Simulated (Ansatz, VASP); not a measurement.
**Two plane-wave programs on SiF**

```xyz
2
Lattice="3.0286 0.0000 0.0000 0.0000 3.0286 0.0000 0.0000 0.0000 3.0286" Properties=species:S:1:pos:R:3 pbc="T T T"
Si    1.5143    1.5143    1.5143
F     0.0000    0.0000    0.0000
```

Alike in both runs: task relaxation of cell and atoms; functional B3LYP; k mesh 5 × 5 × 5; occupations fermi-dirac, width 0.05 eV; no spin polarisation.

|  | VASP | Ansatz |
| --- | --- | --- |
| version | VASP 6.6.1 | Ansatz 0.2.0 |
| potentials or method | VASP PAW PBE potentials, release 64 (Si, F) | Ansatz PAW |
| plane-wave cutoff (eV) | 600 | 420 |
| valence electrons in the cell | 11 | 11 |

```csv
,VASP,Ansatz,Ansatz less VASP
"gap on the k mesh at the Fermi level, each at its own relaxed structure (eV)",none,none,-
relaxed volume (Å³/atom),14.46,14.50,+0.040
relaxed cell length with the largest relative difference (Å),3.070,3.072,+0.0028
```

VASP's potentials were made for PBE, not for B3LYP. A gap of «none» marks a metal or a gap that the smearing closes.

The k mesh is coarse, so the values compare programs but aren't converged. Noted on Ansatz's run: the plane-wave basis is chosen anew once the cell has moved, so the energies of steps on either side of that aren't comparable.
